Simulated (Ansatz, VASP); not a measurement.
KBr: VASP beside Ansatz

```
CELL_PARAMETERS angstrom
0.00000 3.30000 3.30000
3.30000 0.00000 3.30000
3.30000 3.30000 0.00000
ATOMIC_POSITIONS crystal
Br 0.50000 0.50000 0.50000
K 0.00000 0.00000 0.00000
```

Alike in both runs: task relaxation of cell and atoms; functional revPBE; dispersion D4; k mesh 7 × 7 × 7; occupations fermi-dirac, width 0.05 eV; no spin polarisation.

|  | VASP | Ansatz |
| --- | --- | --- |
| version | VASP 6.6.1 | Ansatz 0.2.0 |
| potentials or method | VASP PAW PBE potentials, release 64 (Br, K_sv), cutoff 600 eV | all-electron LAPW, scalar-relativistic |

Ansatz gave:

| Quantity | Value |
| --- | --- |
| relaxed volume (Å³/atom) | 37.97 |
| relaxed cell length with the largest relative difference (Å) | 4.753 |

Task: Which values does VASP return?

Result: Relaxed volume (Å³/atom): 38.16; relaxed cell length with the largest relative difference (Å): 4.761.

VASP's potentials were made for PBE, not for revPBE. Ansatz ran all-electron here, and VASP with PAW potentials.
